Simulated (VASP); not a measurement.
Write the native input for VASP 6.6.1 that does the following.

```yaml
Task: single point
Functional: PBEsol
Potentials_or_basis: VASP PAW PBE potentials, release 64 (Na_pv)
Cutoff: 520 eV
k_mesh: 12 × 12 × 12
Occupations: fermi-dirac, width 0.05 eV
Spin: no spin polarisation
Dipole_correction: no
Further_INCAR_settings: ALGO = Normal; EDIFF = 1e-07; NBANDS = 10
```

The structure of Na lies in POSCAR:

```
Na
1.0
   -2.1104180073      2.1104180073      2.1104180073
    2.1104180073     -2.1104180073      2.1104180073
    2.1104180073      2.1104180073     -2.1104180073
Na
1
Direct
    0.0000000000      0.0000000000      0.0000000000
```

This cell differs from its parent crystal: volume scaled by 0.99.

One way to write it, as run:

INCAR

```
PREC = Accurate
ENCUT = 520
EDIFF = 1E-7
ISMEAR = -1
SIGMA = 0.05
LREAL = F
LASPH = T
NELM = 80
ALGO = Normal
ISIF = 2
LWAVE = F
LCHARG = F
GGA = PS
NBANDS = 10
```

KPOINTS

```
Automatic mesh
0
Gamma
  12 12 12
```

Potentials or basis: VASP PAW PBE potentials, release 64 (Na_pv).

Command:

```console
$ cat potpaw_PBE.64/Na_pv/POTCAR > POTCAR
$ mpirun -np 1 vasp_std > vasp.out
```

It gave:

```
Pressure : -0.3 GPa
```

Caveat: the PAW data sets were made with another functional, which shifts forces and pressure a little.

Run time: 19 s on 1 thread of AMD EPYC 7R43 64-Core Processor (Zen 3) (shared host), peak memory 0.12 GiB.
